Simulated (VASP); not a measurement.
HgTe (Coloradoite): single point with r2SCAN

The system is HgTe (Coloradoite).

```xyz
2
Lattice="0.0000 3.1489 3.1489 3.1489 0.0000 3.1489 3.1489 3.1489 0.0000" Properties=species:S:1:pos:R:3 pbc="T T T"
Hg    0.0000    0.0000    0.0000
Te    4.7233    4.7233    4.7233
```

```json
{
  "Program": "VASP 6.6.1",
  "Task": "single point",
  "Functional": "r2SCAN",
  "Potentials or basis": "VASP PAW PBE potentials, release 64 (Hg, Te)",
  "Cutoff": "520 eV",
  "k mesh": "7 × 7 × 7",
  "Occupations": "fermi-dirac, width 0.05 eV",
  "Spin": "no spin polarisation",
  "Dipole correction": "no",
  "Further INCAR settings": "ALGO = Normal; EDIFF = 1e-07; NBANDS = 16"
}
```

| Quantity | Value |
| --- | --- |
| Pressure | 7.3 GPa |
| Band gap on the k mesh | zero (filled and empty bands touch) |

Levels at points of the mesh, in eV from the Fermi level:
| k point | band 5 | band 6 | band 7 | band 8 | band 9 | band 10 | band 11 | band 12 | band 13 | band 14 |
| --- | --- | --- | --- | --- | --- | --- | --- | --- | --- | --- |
| (0.00, 0.00, 0.00) | -7.52 | -7.52 | -0.23 | -0.04 | -0.04 | -0.04 | 4.35 | 4.35 | 4.35 | 6.76 |

Wall time 38 s on 1 thread of Intel(R) Xeon(R) 6975P-C (Granite Rapids) (shared host), peak memory 0.21 GiB.

Caveat: the PAW data sets were made with another functional, which shifts forces and pressure a little; spin-orbit coupling is left out, which moves the levels of the heavy elements.
